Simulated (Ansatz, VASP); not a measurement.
## SnO2 in VASP and in Ansatz

The input INCAR:

```
SYSTEM = SnO2
PREC = Accurate ; ENCUT = 520
EDIFF = 1E-6 ; ISMEAR = 0
SIGMA = 0.05 ; LREAL = .FALSE.
LASPH = .TRUE. ; NELM = 80
ALGO = Normal ; ISIF = 2
LWAVE = .FALSE. ; LCHARG = .TRUE.
GGA = PE ; LELF = .TRUE.
LVHAR = .TRUE. ; NBANDS = 20
```

KPOINTS

```
regular mesh
0
G
  12 12 12
  0 0 0
```

Contents of POSCAR:

```
SnO2
1.0
    1.6167660720      0.9334403269      4.9182553763
   -1.6167660720      0.9334403269      4.9182553763
    0.0000000000     -1.8668806537      4.9182553763
Sn O
1 2
Direct
    0.5000000000      0.5000000000      0.5000000000
    0.2233609734      0.2233609734      0.2233609734
    0.7766390266      0.7766390266      0.7766390266
```

Input for Ansatz:

```yaml
crystal:
  lattice:
    - [1.616766072, 0.9334403269, 4.9182553763]
    - [-1.616766072, 0.9334403269, 4.9182553763]
    - [0.0, -1.8668806537, 4.9182553763]
  atoms:
    - { symbol: Sn, position: [0.5, 0.5, 0.5] }
    - { symbol: O, position: [0.2233609734, 0.2233609734, 0.2233609734] }
    - { symbol: O, position: [0.7766390266, 0.7766390266, 0.7766390266] }
basis:
  ecutwfc: 520.0
kpoints:
  mp_grid: { grid: [12, 12, 12] }
hamiltonian:
  xc: pbe
  pseudopotentials: { kind: paw, azcp: { folder: soft_1 } }
scf:
  occupations: { method: gaussian, width: 0.05 }
output:
  forces: true
  stress: true
  eigenvalues: true
```

Alike in both runs: task single point; functional PBE; k mesh 12 × 12 × 12; occupations gaussian, width 0.05 eV; no spin polarisation.

|  | VASP | Ansatz |
| --- | --- | --- |
| version | VASP 6.6.1 | Ansatz 0.2.0 |
| potentials or method | VASP PAW PBE potentials, release 64 (Sn_d, O), cutoff 520 eV | scalar-relativistic, plane waves, PAW |
| valence electrons in the cell | 26 | 26 |

```csv
,VASP,Ansatz,Ansatz less VASP
gap on the k mesh at the Fermi level (eV),2.27,2.29,+0.015
least direct gap on the mesh (eV),3.05,3.05,+0.004
pressure (GPa),16.1,15.3,-0.73
"traceless stress, the component that is largest in VASP (GPa)",-1.42,-0.86,+0.562
rms of the force components (eV/Å),1.197,1.167,-0.0299
```

Atom by atom the forces differ by 0.030 eV/Å (rms over components). The functional is the same, so the differences come from potentials, cutoffs and numerics.
